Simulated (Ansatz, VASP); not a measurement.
# Zn3SnO: VASP beside Ansatz

Contents of INCAR:

```
SYSTEM = Zn3SnO
ALGO = Normal
EDIFF = 1E-6
ENCUT = 520
GGA = PE
ISIF = 2
ISMEAR = 0
LASPH = .True.
LCHARG = .False.
LREAL = .False.
LWAVE = .False.
NBANDS = 36
NELM = 60
PREC = Accurate
SIGMA = 0.1
```

KPOINTS

```
k-points
0
Gamma
  8 8 8
  0 0 0
```

File POSCAR:

```
Zn3SnO
1.0
    5.0848526923      0.0000000000      0.0000000000
    0.0000000000      5.0848526923      0.0000000000
    0.0000000000      0.0000000000      5.0848526923
Zn Sn O
3 1 1
Direct
    0.0000000000      0.5000000000      0.5000000000
    0.5000000000      0.0000000000      0.5000000000
    0.5000000000      0.5000000000      0.0000000000
    0.5000000000      0.5000000000      0.5000000000
    0.0000000000      0.0000000000      0.0000000000
```

Input for Ansatz:

```yaml
crystal:
  lattice:
    - [5.0848526923, 0.0, 0.0]
    - [0.0, 5.0848526923, 0.0]
    - [0.0, 0.0, 5.0848526923]
  atoms:
    - { symbol: Zn, position: [0.0, 0.5, 0.5] }
    - { symbol: Zn, position: [0.5, 0.0, 0.5] }
    - { symbol: Zn, position: [0.5, 0.5, 0.0] }
    - { symbol: Sn, position: [0.5, 0.5, 0.5] }
    - { symbol: O, position: [0.0, 0.0, 0.0] }
basis:
  ecutwfc: 420
kpoints:
  mp_grid: { grid: [8, 8, 8] }
  band_path:
    path:
      - [[0.0, 0.0, 0.0], [0.0, 0.5, 0.0], [0.5, 0.5, 0.0], [0.0, 0.0, 0.0], [0.5, 0.5, 0.5], [0.0, 0.5, 0.0]]
      - [[0.5, 0.5, 0.5], [0.5, 0.5, 0.0]]
    npoints: 14
hamiltonian:
  xc: pbe
scf:
  occupations: { method: gaussian, width: 0.1 }
  n_extra_bands: 12
output:
  forces: true
  stress: true
  eigenvalues: true
  populations: true
  dos: { projected: true, de: 0.02, nscf_kmesh: { grid: [10, 10, 10] } }
  bader: true
  write_density: true
  write_potential: true
  elf: true
  volumetric_format: npy
```

Alike in both runs: task single point; functional PBE; k mesh 8 × 8 × 8; occupations gaussian, width 0.1 eV; no spin polarisation.

```csv
,VASP,Ansatz
version,VASP 6.6.1,Ansatz 0.2.0
potentials or method,"VASP PAW PBE potentials, release 64 (Zn, Sn_d, O), cutoff 520 eV","scalar-relativistic, plane waves, PAW"
valence electrons in the cell,56,56
```

|  | VASP | Ansatz | Ansatz less VASP |
| --- | --- | --- | --- |
| gap on the k mesh at the Fermi level (eV) | none | none | - |
| pressure (GPa) | 0.0 | 0.0 | -0.04 |

A gap of «none» marks a metal or a gap that the smearing closes.
